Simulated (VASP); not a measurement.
Input of a VASP 6.6.1 run:

File INCAR:

```
SYSTEM = As
PREC = Accurate
ENCUT = 500
EDIFF = 1E-6
ISMEAR = 0
SIGMA = 0.1
LREAL = .False.
LASPH = .True.
NELM = 120
ALGO = Normal
ISIF = 2
LWAVE = .False.
LCHARG = .False.
GGA = CA
NBANDS = 12
GGA_COMPAT = .False.
```

The input KPOINTS:

```
regular mesh
0
Gamma
  15 15 15
  0 0 0
```

File POSCAR:

```
As
1.0
    1.8798673509      1.0853419211      3.3282268062
   -1.8798673509      1.0853419211      3.3282268062
    0.0000000000     -2.1706838422      3.3282268062
As
2
Direct
    0.2305659808      0.2305659808      0.2305659808
    0.7694340192      0.7694340192      0.7694340192
```

Potentials or basis: VASP PAW LDA potentials, release 64 (As).

The run is started by

```sh
$ cat potpaw_LDA.64/As/POTCAR > POTCAR
$ mpirun -np 1 vasp_std > vasp.out
```

Q: Predict the largest force.

A: 0.064 eV/Å.

Q: Predict the pressure.

A: 0.4 GPa.

Q: Predict the band gap on the k mesh.

A: Zero (band 5 reaches 6.05 eV, above the bottom of band 6 at 5.90 eV).

Forces in eV/Å, atoms in the order of the input:
```
As   0.000  0.000  0.064
As   0.000  0.000 -0.064
```
